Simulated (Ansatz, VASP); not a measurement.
KMgF3: VASP beside Ansatz

```
K Mg F
1.0
     3.88506    0.00000    0.00000
     0.00000    3.88506    0.00000
     0.00000    0.00000    3.88506
K Mg F
1 1 3
Direct
  0.50000 0.50000 0.50000
  0.00000 0.00000 0.00000
  0.50000 0.00000 0.00000
  0.00000 0.50000 0.00000
  0.00000 0.00000 0.50000
```

Alike in both runs: task single point; functional PBE; k mesh 6 × 6 × 6; occupations gaussian, width 0.02 eV; no spin polarisation.

|  | VASP | Ansatz |
| --- | --- | --- |
| version | VASP 6.6.1 | Ansatz 0.2.0 |
| potentials or method | VASP PAW PBE potentials, release 64 (K_sv, Mg, F), cutoff 520 eV | scalar-relativistic, plane waves, PAW |
| valence electrons in the cell | 32 | 40 |

```tsv
	VASP	Ansatz	Ansatz less VASP
gap on the k mesh at the Fermi level (eV)	7.91	7.94	+0.029
least direct gap on the mesh (eV)	8.23	8.26	+0.026
pressure (GPa)	10.9	11.2	+0.39
```

The functional is the same, so the differences come from potentials, cutoffs and numerics. VASP's potentials hold 32 valence electrons a cell and Ansatz's 40, so a difference there can come from the potentials and not from the codes.
